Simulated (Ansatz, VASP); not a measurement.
## CsPbCl3 in VASP and in Ansatz

```
CELL_PARAMETERS angstrom
5.73384 0.00000 0.00000
0.00000 5.73384 0.00000
0.00000 0.00000 5.73384
ATOMIC_POSITIONS crystal
Cs 0.00000 0.00000 0.00000
Pb 0.50000 0.50000 0.50000
Cl 0.50000 0.50000 0.00000
Cl 0.50000 0.00000 0.50000
Cl 0.00000 0.50000 0.50000
```

Change from the starting cell: hydrostatic strain +1.0%.

Alike in both runs: task single point; functional PBE; k mesh 4 × 4 × 4; occupations fermi-dirac, width 0.02 eV; no spin polarisation.

|  | VASP | Ansatz |
| --- | --- | --- |
| version | VASP 6.6.1 | Ansatz 0.2.0 |
| potentials or method | VASP PAW PBE potentials, release 64 (Cs_sv, Pb_d, Cl) | plane waves, PAW |
| plane-wave cutoff (eV) | 520 | 420 |
| valence electrons in the cell | 44 | 44 |

Ansatz gave:

| Item | Value |
| --- | --- |
| gap on the k mesh at the Fermi level (eV) | 2.20 |
| pressure (GPa) | 0.1 |

Q: What did VASP give for the same quantities?

A: gap on the k mesh at the Fermi level (eV): 2.21; pressure (GPa): 0.0.

Neither program's run includes spin-orbit coupling.
